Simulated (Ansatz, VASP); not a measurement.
One calculation of BAs, two programs

```xyz
2
Lattice="0.0000 2.1366 2.1366 2.1366 0.0000 2.1366 2.1366 2.1366 0.0000" Properties=species:S:1:pos:R:3 pbc="T T T"
B     0.0000    0.0000    0.0000
As    1.0683    1.0683    1.0683
```

Change from the starting cell: volume scaled by 0.72, PAW files.

Alike in both runs: task single point; functional PBEsol; k mesh 14 × 14 × 14; occupations fermi-dirac, width 0.05 eV; no spin polarisation.

```csv
,VASP,Ansatz
version,VASP 6.6.1,Ansatz 0.2.0
potentials or method,"VASP PAW PBE potentials, release 64 (B, As)","PAW with Ansatz's default frozen-core files, scalar-relativistic"
plane-wave cutoff (eV),520,420
valence electrons in the cell,8,18
```

Ansatz gave:

```
pressure (GPa) : 88.5
```

Question: What did VASP give for the same quantities?

Answer: Pressure (GPa): 92.2.

VASP's potentials were made for PBE, not for PBEsol. Both programs put the cell under a high pressure, so it lies far from rest at this level. With one functional, cell and mesh, what is left measures potentials, basis and numerics. VASP's potentials hold 8 valence electrons a cell and Ansatz's 18, so a difference there can come from the potentials and not from the codes.

Noted on VASP's run: the cell as given lies far from equilibrium.
